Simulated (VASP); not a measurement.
# CdS (Hawleyite) (F-43m) in VASP: a series of runs

The runs below take CdS (Hawleyite) through vibrations by perturbation theory, with LDA.

All numbers are computed with VASP 6.6.1; they aren't measurements. Logs are shortened: lines on timing, memory, paths and dates and some standing lists are left out, and cuts for length are marked.

## Step 1: The cell of the first run

The structure is cubic, space group F-43m (No. 216). Conventional cell: a = 5.703 Å, b = 5.703 Å, c = 5.703 Å, α = 90.00°, β = 90.00°, γ = 90.00°. Cd (site symmetry -43m) has 4 S at 2.47 Å within 3.3 Å. Within 3.3 Å of S (site symmetry -43m) lie 4 Cd at 2.47 Å.

## Step 2: Vibrations by perturbation theory, LDA

INCAR

```
SYSTEM = CdS
PREC = Accurate
ENCUT = 520
EDIFF = 1E-8
ISMEAR = 0
SIGMA = 0.01
LREAL = .FALSE.
LASPH = .TRUE.
NELM = 100
ALGO = Normal
ISIF = 2
LWAVE = .FALSE.
LCHARG = .TRUE.
GGA = CA
NBANDS = 16
IBRION = 8
NSW = 1
```

KPOINTS

```
Automatic mesh
0
G
  8 8 8
  0 0 0
```

POSCAR

```
CdS
1.0
    2.8513923988      2.8513923988      0.0000000000
   -2.8513923988      2.8513923988      0.0000000000
    0.0000000000      2.8513923988      2.8513923988
Cd S
1 1
Direct
    0.0000000000      0.0000000000      0.0000000000
    0.7500000000      0.2500000000      0.5000000000
```

Potentials or basis: VASP PAW LDA potentials, release 64 (Cd, S).

Started as:

```console
$ cat potpaw_LDA.64/Cd/POTCAR potpaw_LDA.64/S/POTCAR > POTCAR
$ mpirun -np 1 vasp_std > vasp.out
```

OUTCAR:

```text
SYSTEM = CdS
   PREC = Accurate
   ENCUT = 520
   EDIFF = 1E-8
   ISMEAR = 0
   LREAL = .FALSE.
   LASPH = .TRUE.
   NELM = 100
   ISIF = 2
   GGA = CA
   IBRION = 8
   NSW = 1

 ion  position               nearest neighbor table
   1  0.000  0.000  0.000-   2 2.47   2 2.47   2 2.47   2 2.47
   2  0.750  0.250  0.500-   1 2.47   1 2.47   1 2.47   1 2.47

  LATTYP: Found a face centered cubic cell.
 ALAT       =     5.7027847976

  Lattice vectors:

 A1 = (   0.0000000000,   2.8513923988,   2.8513923988)
 A2 = (   2.8513923988,   0.0000000000,   2.8513923988)
 A3 = (   2.8513923988,   2.8513923988,   0.0000000000)

Analysis of symmetry for initial positions (statically):
=====================================================================
 Subroutine PRICEL returns:
 Original cell was already a primitive cell.

 Routine SETGRP: Setting up the symmetry group for a
 face centered cubic supercell.

 Subroutine GETGRP returns: Found 24 space group operations
 (whereof 24 operations were pure point group operations)
 out of a pool of 48 trial point group operations.

The static configuration has the point symmetry T_d .

Analysis of symmetry for dynamics (positions and initial velocities):
=====================================================================
 Subroutine PRICEL returns:
 Original cell was already a primitive cell.

 Routine SETGRP: Setting up the symmetry group for a
 face centered cubic supercell.

 Subroutine GETGRP returns: Found 24 space group operations
 (whereof 24 operations were pure point group operations)
 out of a pool of 48 trial point group operations.

The dynamic configuration has the point symmetry T_d .

 Subroutine INISYM returns: Found 24 space group operations
 (whereof 24 operations are pure point group operations),
 and found     1 'primitive' translations

----------------------------------------------------------------------------------------

                                     Primitive cell

  volume of cell :      46.3661

  direct lattice vectors                    reciprocal lattice vectors
     2.851392399  2.851392399  0.000000000     0.175352926  0.175352926 -0.175352926
    -2.851392399  2.851392399  0.000000000    -0.175352926  0.175352926 -0.175352926
     0.000000000  2.851392399  2.851392399     0.000000000  0.000000000  0.350705852

  length of vectors
     4.032477802  4.032477802  4.032477802     0.303720177  0.303720177  0.350705852

  position of ions in fractional coordinates (direct lattice)
     0.000000000  0.000000000  0.000000000
     0.750000000  0.250000000  0.500000000

  ion indices of the primitive-cell ions
   primitive index   ion index
                 1           1
                 2           2

----------------------------------------------------------------------------------------

 KPOINTS: Automatic mesh

Automatic generation of k-mesh.
 Grid dimensions read from file:
 generate k-points for:    8    8    8

 Generating k-lattice:

  Cartesian coordinates                     Fractional coordinates (reciprocal lattice)
     0.021919116  0.021919116 -0.021919116     0.125000000  0.000000000  0.000000000
    -0.021919116  0.021919116 -0.021919116     0.000000000  0.125000000  0.000000000
     0.000000000  0.000000000  0.043838231     0.000000000  0.000000000  0.125000000

  Length of vectors
     0.037965022  0.037965022  0.043838231

  Shift w.r.t. Gamma in fractional coordinates (k-lattice)
     0.000000000  0.000000000  0.000000000

 Subroutine IBZKPT returns following result:
 ===========================================

 Found     29 irreducible k-points:

 Following reciprocal coordinates:
            Coordinates               Weight
  0.000000  0.000000  0.000000      1.000000
  0.125000  0.000000  0.000000      8.000000
  0.250000  0.000000  0.000000      8.000000
  0.375000  0.000000  0.000000      8.000000
  0.500000  0.000000  0.000000      4.000000
  0.125000  0.125000  0.000000     12.000000
[... 16 lines left out ...]
  0.375000  0.250000  0.125000     48.000000
  0.500000  0.250000  0.125000     24.000000
 [... further k-points ...]
   k-points           NKPTS =     29   k-points in BZ     NKDIM =     29   number of bands    NBANDS=     16
   number of dos      NEDOS =    301   number of ions     NIONS =      2
   total plane-waves  NPLWV =  27000
   dimension x,y,z NGX =    30 NGY =   30 NGZ =   30
   dimension x,y,z NGXF=    60 NGYF=   60 NGZF=   60
   ions per type =               1   1
   NGX,Y,Z   is equivalent  to a cutoff of  12.37, 12.37, 12.37 a.u.
   NGXF,Y,Z  is equivalent  to a cutoff of  24.74, 24.74, 24.74 a.u.
 SYSTEM =  CdS
   PREC   = accura    normal or accurate (medium, high low for compatibility)
   ISTART =      0    job   : 0-new  1-cont  2-samecut
   ICHARG =      2    charge: 1-file 2-atom 10-const
   ISPIN  =      1    spin polarized calculation?
   LNONCOLLINEAR =      F non collinear calculations
   LSORBIT =      F    spin-orbit coupling
   LASPH  =      T    aspherical Exc in radial PAW
   ENCUT  =  520.0 eV  38.22 Ry    6.18 a.u.   7.50  7.50  7.50*2*pi/ulx,y,z
   NELM   =    100;   NELMIN=  2; NELMDL= -5     # of ELM steps
   EDIFF  = 0.1E-07   stopping-criterion for ELM
   LREAL  =      F    real-space projection
   EDIFFG = 0.1E-06   stopping-criterion for IOM
   NSW    =      1    number of steps for IOM
   IBRION =      8    ionic relax: 0-MD 1-quasi-New 2-CG
   NFREE  =      0    steps in history (QN), initial steepest desc. (CG)
   ISIF   =      2    stress and relaxation
   ISYM   =      2    0-nonsym 1-usesym 2-fastsym
   POTIM  = 0.5000    time-step for ionic-motion
   TEBEG  =    0.0;   TEEND  =   0.0 temperature during run
   PSTRESS=    0.0 pullay stress
   NELECT =      18.0000    total number of electrons
   NUPDOWN=      -1.0000    fix difference up-down
   EMIN   =  10.00;   EMAX   =-10.00  energy-range for DOS
   EFERMI =   0.00;   METHOD = LEGACY
   ISMEAR =     0;   SIGMA  =   0.01  broadening in eV -4-tet -1-fermi 0-gaus
   EFERMI_NEDOS =   21; number of points for ismear=-14 and -15
   IALGO  =     38    algorithm
   IMIX   =      4    mixing-type and parameters
     AMIX     =   0.40;   BMIX     =  1.00
     AMIX_MAG =   1.60;   BMIX_MAG =  1.00
  volume/ion in A,a.u.               =      23.18       156.45
  Fermi-wavevector in a.u.,A,eV,Ry     =   1.194259  2.256823 19.405385  1.426256
  Thomas-Fermi vector in A             =   2.330254
   LORBIT       =      0    0 simple, 1 ext, 2 COOP (PROOUT), +10 PAW based schemes
   GGA     = CA    functional components
   LHFCALC =     F    Hartree Fock is set to
   AEXX    =    0.0000 exact exchange contribution
   IVDW    =     0    specifies the selected vdW correction
   LEPSILON=     F    determine dielectric tensor
   LRPA    =     F    only Hartree local field effects (RPA)
 non-spin polarized calculation
 Gauss-broadening in eV      SIGMA  =   0.01
  energy-cutoff  :      520.00
  volume of cell :       46.37
 maximum number of plane-waves:      1283
 NGX is ok and might be reduce to    30
   NGX = 15   NGY = 15   NGZ = 15

--------------------------------------- Ionic step        1  -------------------------------------------

 number of electron      18.0000002 magnetization

 Free energy of the ion-electron system (eV)
  ---------------------------------------------------
  ext. energy  EPLUGINS =         0.00000000
  ---------------------------------------------------
  free energy    TOTEN  =        -7.39339681 eV

  energy without entropy =       -7.39339681  energy(sigma->0) =       -7.39339681

 E-fermi :   1.8262     XC(G=0):  -9.8971

 val. band max:        1.7486282166   @ k =   0.0000   0.0000   0.0000
 cond. band min:       2.7853168092   @ k =   0.0000   0.0000   0.0000
 fundamental gap:      1.0366885926
 Fermi energy:         1.8262185165

 k-point     1 :       0.0000    0.0000    0.0000
  band No.  band energies     occupation
      1     -11.0542      2.00000
      2      -6.3158      2.00000
      3      -6.3158      2.00000
      4      -6.3158      2.00000
      5      -5.7329      2.00000
      6      -5.7329      2.00000
[... 8 lines left out ...]
     15      13.2928      0.00000
     16      13.2928      0.00000
[... 420 lines left out ...]
  band No.  band energies     occupation
      1     -10.4654      2.00000
      2      -6.1251      2.00000
      3      -6.0742      2.00000
      4      -5.7719      2.00000
      5      -5.7017      2.00000
      6      -5.1430      2.00000
[... 8 lines left out ...]
     15      14.0467      0.00000
     16      15.0484      0.00000

 [... further k-points ...]
[... 5 lines left out ...]
  --------------------------------------------------------------------------------------
  -------------------------------------------------------------------------------------
  Total        0.7727034      0.7727034      0.7727034     -0.0000000      0.0000000      0.0000000
  in kB       26.7006889     26.7006889     26.7006889     -0.0000000      0.0000000      0.0000000
  external PRESSURE =      26.7006889 kB  Pullay stress =       0.0000000 kB

 VOLUME and BASIS-vectors are now :
 -----------------------------------------------------------------------------
  energy-cutoff  :      520.00
  volume of cell :       46.37
      direct lattice vectors                 reciprocal lattice vectors
     2.851392399  2.851392399  0.000000000     0.175352926  0.175352926 -0.175352926
    -2.851392399  2.851392399  0.000000000    -0.175352926  0.175352926 -0.175352926
     0.000000000  2.851392399  2.851392399     0.000000000  0.000000000  0.350705852

 POSITION                                       TOTAL-FORCE (eV/Angst)
 -----------------------------------------------------------------------------------
      0.00000      0.00000      0.00000         0.000000     -0.000000      0.000000
      1.42570      4.27709      1.42570        -0.000000      0.000000      0.000000
 -----------------------------------------------------------------------------------
    total drift:                                0.000000     -0.000000     -0.000000

  FREE ENERGIE OF THE ION-ELECTRON SYSTEM (eV)
  ---------------------------------------------------
  free  energy   TOTEN  =        -7.3933968126 eV

  energy  without entropy=       -7.3933968126  energy(sigma->0) =       -7.39339681

[... ionic steps 2 to 3 ...]

--------------------------------------- Ionic step        4  -------------------------------------------

------------------------ aborting loop because EDIFF is reached ----------------------------------------

[... ionic steps 5 to 6 ...]

--------------------------------------- Ionic step        7  -------------------------------------------

 Free energy of the ion-electron system (eV)
  ---------------------------------------------------
  ---------------------------------------------------
  free energy    TOTEN  =        -0.10586632 eV

  energy without entropy =       -0.10586632

------------------------ aborting loop because EDIFF is reached ----------------------------------------

 INTERNAL STRAIN TENSOR  FOR ION    2  DIRECTION 1   (eV/Angst):
 -----------------------------------------------------------------------------
     0.01669  0.00000 -0.00000
     0.00000 -0.01842  8.68664
    -0.00000  8.68664 -0.01842

 INTERNAL STRAIN TENSOR FOR ION    2 for displacements in x,y,z  (eV/Angst):
          X           Y           Z          XY          YZ          ZX
  --------------------------------------------------------------------------------
  x    -0.00000     0.00000     0.00000     0.00000     8.68664    -0.00000
  y     0.00000    -0.00000     0.00000    -0.00000     0.00000     8.68664
  z     0.00000     0.00000    -0.00000     8.68664    -0.00000     0.00000

 SECOND DERIVATIVES (NOT SYMMETRIZED)
 ------------------------------------
               1X          1Y          1Z          2X          2Y          2Z
  1X    -6.282945    0.000000   -0.000000    6.282945   -0.000000    0.000000
  1Y    -0.000000   -6.282945    0.000000    0.000000    6.282945   -0.000000
  1Z    -0.000000    0.000000   -6.282945    0.000000   -0.000000    6.282945
  2X     6.275654   -0.000000    0.000000   -6.275654    0.000000   -0.000000
  2Y     0.000000    6.275654   -0.000000   -0.000000   -6.275654    0.000000
  2Z     0.000000   -0.000000    6.275654   -0.000000    0.000000   -6.275654

 Eigenvectors and eigenvalues of the dynamical matrix
 ----------------------------------------------------

   1 f  =    7.841674 THz    49.270692 2PiTHz  261.570093 cm-1    32.430544 meV
             X         Y         Z           dx          dy          dz
      0.000000  0.000000  0.000000     0.000000   -0.471324   -0.000000
      1.425696  4.277089  1.425696    -0.000000    0.881960    0.000000

   2 f  =    7.841674 THz    49.270692 2PiTHz  261.570093 cm-1    32.430544 meV
             X         Y         Z           dx          dy          dz
      0.000000  0.000000  0.000000    -0.000000    0.000000   -0.471324
      1.425696  4.277089  1.425696     0.000000    0.000000    0.881960
[... 11 lines left out ...]
   5 f/i=    0.001892 THz     0.011891 2PiTHz    0.063125 cm-1     0.007827 meV
             X         Y         Z           dx          dy          dz
      0.000000  0.000000  0.000000    -0.807331    0.338033   -0.108649
      1.425696  4.277089  1.425696    -0.431441    0.180646   -0.058063

   6 f/i=    0.001892 THz     0.011891 2PiTHz    0.063125 cm-1     0.007827 meV
             X         Y         Z           dx          dy          dz
      0.000000  0.000000  0.000000    -0.353900   -0.787922    0.178289
      1.425696  4.277089  1.425696    -0.189126   -0.421069    0.095278

--------------------------------------------------------------------------------------------------------

 ELASTIC MODULI CONTR FROM IONIC RELAXATION (kBar)
 Direction    XX          YY          ZZ          XY          YZ          ZX
 --------------------------------------------------------------------------------
 XX          -0.0000      0.0000      0.0000     -0.0000      0.0000     -0.0000
 YY           0.0000     -0.0000     -0.0000     -0.0000     -0.0000      0.0000
 ZZ           0.0000     -0.0000     -0.0000      0.0000     -0.0000     -0.0000
 XY          -0.0000     -0.0000      0.0000   -419.4657     -0.0000     -0.0000
 YZ           0.0000     -0.0000     -0.0000     -0.0000   -419.4657     -0.0000
 ZX          -0.0000      0.0000     -0.0000     -0.0000     -0.0000   -419.4657
 --------------------------------------------------------------------------------
```

Wall time 97 s (1 thread of Intel Xeon 6975P-C (Granite Rapids), shared host); peak memory 0.3 GiB.

What came out:

```
Highest phonon frequency at Γ, LO-TO splitting left out : 262 cm⁻¹
```

Phonon frequencies in cm⁻¹ (negative: imaginary):
| q point | frequencies |
| --- | --- |
| (0.000, 0.000, 0.000) | 0 0 0 262 262 262 |

Caveat: the cell wasn't relaxed at this level first, which shifts response properties.

## Step 3: Vibrations by perturbation theory, LDA

This run uses another cell than the first one, of 23.84 Å³/atom, 1.029 times its volume.

INCAR

```
SYSTEM = CdS
PREC = Accurate ; ENCUT = 520
EDIFF = 1E-8 ; ISMEAR = 0
SIGMA = 0.01 ; LREAL = .False.
LASPH = .True. ; NELM = 100
ALGO = Normal ; ISIF = 2
LWAVE = .False. ; LCHARG = .False.
IBRION = 8 ; NSW = 1
```

KPOINTS

```
Automatic mesh
0
Gamma
  8 8 8
  0 0 0
```

POSCAR

```
CdS
1.0
    2.8782623155      2.8782623155      0.0000000000
   -2.8782623155      2.8782623155      0.0000000000
    0.0000000000      2.8782623155      2.8782623155
Cd S
1 1
Direct
    0.0000000000      0.0000000000      0.0000000000
    0.7500000000      0.2500000000      0.5000000000
```

Potentials or basis: VASP PAW LDA potentials, release 64 (Cd, S).

Started as:

```console
$ cat potpaw_LDA.64/Cd/POTCAR potpaw_LDA.64/S/POTCAR > POTCAR
$ mpirun -np 1 vasp_std > vasp.out
```

OUTCAR:

```text
SYSTEM = CdS
   PREC = Accurate
   ENCUT = 520
   EDIFF = 1E-8
   ISMEAR = 0
   LREAL = .False.
   LASPH = .True.
   NELM = 100
   ISIF = 2
   IBRION = 8
   NSW = 1

 ion  position               nearest neighbor table
   1  0.000  0.000  0.000-   2 2.49   2 2.49   2 2.49   2 2.49
   2  0.750  0.250  0.500-   1 2.49   1 2.49   1 2.49   1 2.49

  LATTYP: Found a face centered cubic cell.
 ALAT       =     5.7565246310

  Lattice vectors:

[... 638 lines left out ...]
 ------------------------------------
               1X          1Y          1Z          2X          2Y          2Z
  1X    -5.685995    0.000000    0.000000    5.685995    0.000000    0.000000
  1Y     0.000000   -5.685995    0.000000    0.000000    5.685995    0.000000
  1Z     0.000000    0.000000   -5.685995    0.000000    0.000000    5.685995
  2X     5.672112    0.000000   -0.000000   -5.672112   -0.000000    0.000000
  2Y    -0.000000    5.672112    0.000000    0.000000   -5.672112   -0.000000
  2Z    -0.000000    0.000000    5.672112    0.000000   -0.000000   -5.672112

 Eigenvectors and eigenvalues of the dynamical matrix
 ----------------------------------------------------

   1 f  =    7.456133 THz    46.848267 2PiTHz  248.709834 cm-1    30.836076 meV
             X         Y         Z           dx          dy          dz
      0.000000  0.000000  0.000000     0.000000   -0.109017   -0.458785
      1.439131  4.317393  1.439131     0.000000    0.203866    0.857946
[... 21 lines left out ...]
   6 f/i=    0.003790 THz     0.023812 2PiTHz    0.126413 cm-1     0.015673 meV
             X         Y         Z           dx          dy          dz
      0.000000  0.000000  0.000000     0.839114   -0.270403   -0.020043
      1.439131  4.317393  1.439131     0.448714   -0.144597   -0.010718

--------------------------------------------------------------------------------------------------------

 ELASTIC MODULI CONTR FROM IONIC RELAXATION (kBar)
 Direction    XX          YY          ZZ          XY          YZ          ZX
 --------------------------------------------------------------------------------
 XX          -0.0000     -0.0000      0.0000      0.0000     -0.0000     -0.0000
 YY          -0.0000     -0.0000     -0.0000      0.0000      0.0000     -0.0000
 ZZ           0.0000     -0.0000     -0.0000     -0.0000      0.0000     -0.0000
 XY           0.0000      0.0000     -0.0000   -333.7207     -0.0000     -0.0000
 YZ          -0.0000      0.0000      0.0000     -0.0000   -333.7207      0.0000
 ZX          -0.0000     -0.0000     -0.0000     -0.0000      0.0000   -333.7207
 --------------------------------------------------------------------------------
```

stdout:

```text
POSCAR found type information on POSCAR CdS
 POSCAR found :  2 types and       2 ions
 scaLAPACK will be used
 LDA part: xc-table for (Slater(with rela. corr.)+CA(PZ))
 , standard interpolation
 POSCAR, INCAR and KPOINTS ok, starting setup
 FFT: planning ... GRIDC
 FFT: planning ... GRID_SOFT
 FFT: planning ... GRID
 WAVECAR not read
 entering main loop
 Linear response reoptimize wavefunctions to high precision
 Linear response DOF=           2
 Linear response progress:
 first order change of Fermi-energy   0.11341E+00
 force on displaced ion       1 direction 1 :  -5.686  -0.000  -0.000
 Linear response progress:
 first order change of Fermi-energy  -0.11415E+00
 force on displaced ion       2 direction 1 :  -5.672   0.000  -0.000
 Linear response finished
```

It took 79 s on 1 thread of Intel Xeon 6975P-C (Granite Rapids), shared host; peak memory 0.27 GiB.

What came out:

```yaml
Highest_phonon_frequency_at_Γ_LO-TO_splitting_left_out: 249 cm⁻¹
```

Phonon frequencies in cm⁻¹ (negative: imaginary):
```
              q point        frequencies
(0.000, 0.000, 0.000)  0 0 0 249 249 249
```
